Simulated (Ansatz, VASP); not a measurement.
**One calculation of Mn, two programs**

The input POSCAR:

```
Mn
1.0
    0.0000000000      1.7561332140      1.7561332140
    1.7561332140      0.0000000000      1.7561332140
    3.5122664280      3.5122664280      0.0000000000
Mn
2
Direct
    0.0000000000      0.0000000000      0.0000000000
    0.0000000000      0.0000000000      0.5000000000
```

File INCAR.step1:

```
  ALGO = Normal
  EDIFF = 1E-4
  ENCUT = 520
  GGA = PE
  ISMEAR = 0
  ISPIN = 2
  LASPH = T
  LCHARG = F
  LMAXMIX = 4
  LREAL = F
  LWAVE = T
  MAGMOM = 3.5 -3.5
  NBANDS = 24
  NELM = 150
  PREC = Accurate
  SIGMA = 0.05
```

INCAR.step2

```
  ALGO = Normal
  EDIFF = 1E-6
  ENCUT = 520
  ISIF = 2
  ISMEAR = 0
  ISPIN = 2
  ISTART = 1
  LASPH = T
  LCHARG = F
  LMAXMIX = 4
  LMIXTAU = T
  LORBIT = 11
  LREAL = F
  LWAVE = F
  MAGMOM = 3.5 -3.5
  METAGGA = R2SCAN
  NBANDS = 24
  NELM = 150
  PREC = Accurate
  SIGMA = 0.05
```

Contents of KPOINTS:

```
k-points
0
Gamma
  20 20 10
```

Input for Ansatz:

```yaml
crystal:
  lattice:
    - [0.0, 1.756133214, 1.756133214]
    - [1.756133214, 0.0, 1.756133214]
    - [3.512266428, 3.512266428, 0.0]
  atoms:
    - { symbol: Mn, position: [0.0, 0.0, 0.0], spin: 3.5 }
    - { symbol: Mn, position: [0.0, 0.0, 0.5], spin: -3.5 }
basis:
  ecutwfc: 500
  ecutrho_ratio: 4
kpoints:
  mp_grid: { grid: [20, 20, 10] }
hamiltonian:
  xc: r2scan
scf:
  occupations: { method: gaussian, width: 0.05 }
output:
  forces: true
  stress: true
  eigenvalues: true
  populations: true
magnetization:
  spin_polarized: true
```

Alike in both runs: task single point; functional r2SCAN; k mesh 20 × 20 × 10; occupations gaussian, width 0.05 eV; collinear spin.

|  | VASP | Ansatz |
| --- | --- | --- |
| version | VASP 6.6.1 | Ansatz 0.2.0 |
| potentials or method | VASP PAW PBE potentials, release 64 (Mn_pv), cutoff 520 eV | scalar-relativistic, plane waves, PAW |
| valence electrons in the cell | 26 | 30 |

```tsv
	VASP	Ansatz	Ansatz less VASP
gap on the k mesh at the Fermi level (eV)	none	none	-
pressure (GPa)	15.1	13.7	-1.47
traceless stress, the component that is largest in VASP (GPa)	0.40	0.61	+0.205
net moment per atom (μB)	0.00	0.00	0.000
size of the moment on the site where the two differ most (μB)	2.02	1.94	-0.086
```

VASP's potentials were made for PBE, not for r2SCAN. Site moments also hang on the region over which each program counts them. A gap of «none» marks a metal or a gap that the smearing closes. The functional is the same, so the differences come from potentials, cutoffs and numerics. VASP's potentials hold 26 valence electrons a cell and Ansatz's 30, so a difference there can come from the potentials and not from the codes. Ansatz's warnings: stability check not made.
